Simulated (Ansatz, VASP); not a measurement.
This is a calculation of CuO for Ansatz 0.2.0.

input.yaml

```yaml
crystal:
  lattice:
    - [0.190859511, -2.186674805, -2.05667525]
    - [-2.0330995623, 0.1069991723, -1.9728149112]
    - [2.3989836139, 2.3009778404, -4.4185130464]
  atoms:
    - { symbol: Cu, position: [0.45623224, 0.53068563, 0.48541174] }
    - { symbol: Cu, position: [0.97428428, 0.98586739, 0.0243612] }
    - { symbol: O, position: [0.80166267, 0.74472112, 0.73928024] }
    - { symbol: O, position: [0.26782081, 0.23872587, 0.25094681] }
hamiltonian:
  xc: blyp
  pseudopotentials: { kind: paw }
kpoints:
  mp_grid: { grid: [10, 10, 5] }
scf:
  occupations: { method: fermi_dirac, width: 0.05 }
output:
  forces: true
  stress: true
  eigenvalues: true
```

Potentials or basis: Ansatz PAW.

Run with:

```bash
$ ansatz run input.yaml --threads 2 --pin off --max-ram 5632MiB --backend cpu --events-out ev --progress --plain --runs-dir out
```

Q: Translate it to VASP 6.6.1. Potentials there: VASP PAW PBE potentials, release 64 (Cu, O).

A: As run (the cutoff follows the program's own potentials):

The input INCAR:

```
SYSTEM = CuO
AGGAC = 1.0
AGGAX = 1.0
ALDAC = 0.0
ALDAX = 1.0
ALGO = Normal
EDIFF = 1E-6
ENCUT = 520
GGA = B5
ISIF = 2
ISMEAR = -1
LASPH = .True.
LCHARG = .False.
LREAL = .False.
LWAVE = .False.
NBANDS = 25
NELM = 80
PREC = Accurate
SIGMA = 0.05
```

Contents of KPOINTS:

```
k-points
0
Gamma
  10 10 5
  0 0 0
```

The input POSCAR:

```
CuO
1.0
    0.1908595110     -2.1866748050     -2.0566752500
   -2.0330995623      0.1069991723     -1.9728149112
    2.3989836139      2.3009778404     -4.4185130464
Cu O
2 2
Direct
    0.4562322400      0.5306856300      0.4854117400
    0.9742842800      0.9858673900      0.0243612000
    0.8016626700      0.7447211200      0.7392802400
    0.2678208100      0.2387258700      0.2509468100
```

Potentials or basis: VASP PAW PBE potentials, release 64 (Cu, O).

Command:

```bash
$ cat potpaw_PBE.64/Cu/POTCAR potpaw_PBE.64/O/POTCAR > POTCAR
$ mpirun -np 1 vasp_std > vasp.out
```

Both were run:

|  | VASP | Ansatz | Ansatz less VASP |
| --- | --- | --- | --- |
| gap on the k mesh at the Fermi level (eV) | none | none | - |
| pressure (GPa) | 0.5 | 0.2 | -0.26 |
| traceless stress, the component that is largest in VASP (GPa) | 8.16 | 8.15 | -0.011 |
| rms of the force components (eV/Å) | 0.699 | 0.687 | -0.0125 |

VASP's potentials were made for PBE, not for BLYP. Atom by atom the forces differ by 0.017 eV/Å (rms over components). A gap of «none» marks a metal or a gap that the smearing closes. VASP's potentials hold 34 valence electrons a cell and Ansatz's 50, so a difference there can come from the potentials and not from the codes.
